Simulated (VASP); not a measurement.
Set up this calculation in VASP 6.6.1, as the native input.

```
Task                   : single point
Functional             : PBE
Potentials or basis    : VASP PAW PBE potentials, release 64 (Hf_pv, C)
Cutoff                 : 520 eV
k mesh                 : 13 × 13 × 13
Occupations            : methfessel-paxton, width 0.1 eV
Spin                   : no spin polarisation
Dipole correction      : no
Further INCAR settings : ALGO = Normal; EDIFF = 1e-06; NBANDS = 14
```

The structure of HfC lies in POSCAR:

```
HfC
1.0
    0.0000000000      2.4025000000      2.3250000000
    2.4025000000      0.0000000000      2.3250000000
    2.4025000000      2.4025000000      0.0000000000
Hf C
1 1
Direct
    0.5000000000      0.5000000000      0.5000000000
    0.0000000000      0.0000000000      0.0000000000
```

One way to write it, as run:

INCAR

```
SYSTEM = HfC
ALGO     = Normal         ! electronic algorithm
EDIFF    = 1E-6           ! SCF threshold, eV
ENCUT    = 520            ! plane-wave cutoff, eV
GGA      = PE             ! functional
ISIF     = 2              ! what is computed and relaxed
ISMEAR   = 1              ! smearing method
LASPH    = .TRUE.         ! aspherical terms in the spheres
LCHARG   = .TRUE.         ! write CHGCAR
LELF     = .TRUE.         ! ELF
LREAL    = .FALSE.        ! projectors in reciprocal space
LVHAR    = .TRUE.       
LWAVE    = .FALSE.        ! write WAVECAR
NBANDS   = 14             ! bands
NELM     = 60             ! most SCF steps
PREC     = Accurate       ! precision mode
SIGMA    = 0.1            ! smearing width, eV
```

KPOINTS

```
k-points
0
G
  13 13 13
  0 0 0
```

Potentials or basis: VASP PAW PBE potentials, release 64 (Hf_pv, C).

Launch:

```bash
$ cat potpaw_PBE.64/Hf_pv/POTCAR potpaw_PBE.64/C/POTCAR > POTCAR
$ mpirun -np 1 vasp_std > vasp.out
```

Results of the run:

```
Pressure               : -13.7 GPa
Band gap on the k mesh : zero (band 7 reaches 6.52 eV, above the bottom of band 8 at 4.87 eV)
```

Caveat: spin-orbit coupling is left out, which moves the levels of the heavy elements.

Wall time 74 s on 1 thread of Intel(R) Xeon(R) 6975P-C (Granite Rapids) (shared host), peak memory 0.21 GiB.
